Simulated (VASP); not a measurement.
CaO (zincblende type), 2 atoms in the cell. The structure is cubic, space group F-43m (No. 216). Conventional cell: a = 5.138 Å, b = 5.138 Å, c = 5.138 Å, α = 90.00°, β = 90.00°, γ = 90.00°. Within 2.9 Å of Ca (site symmetry -43m) lie 4 O at 2.22 Å. O (site symmetry -43m) has 4 Ca at 2.22 Å within 2.9 Å.  This cell differs from its parent crystal: volume scaled by 0.9405.

* Program: VASP 6.6.1
* Task: single point
* Functional: PBE
* Potentials or basis: VASP PAW PBE potentials, release 64 (Ca_sv, O)
* Cutoff: 520 eV
* k mesh: 11 × 11 × 11
* Occupations: fermi-dirac, width 0.05 eV
* Spin: no spin polarisation
* Dipole correction: no
* Further INCAR settings: ALGO = Normal; EDIFF = 1e-06; NBANDS = 15

Potentials or basis: VASP PAW PBE potentials, release 64 (Ca_sv, O).

Run with:

```sh
$ cat potpaw_PBE.64/Ca_sv/POTCAR potpaw_PBE.64/O/POTCAR > POTCAR
$ mpirun -np 1 vasp_std > vasp.out
```

Hardware: 1 thread of AMD EPYC 7R13 (shared host).

Q: Estimate the wall time of this run.

A: It took 75 s on 1 thread of AMD EPYC 7R13 (shared host), peak memory 0.14 GiB. Counts: scf iterations 13, k points 56.
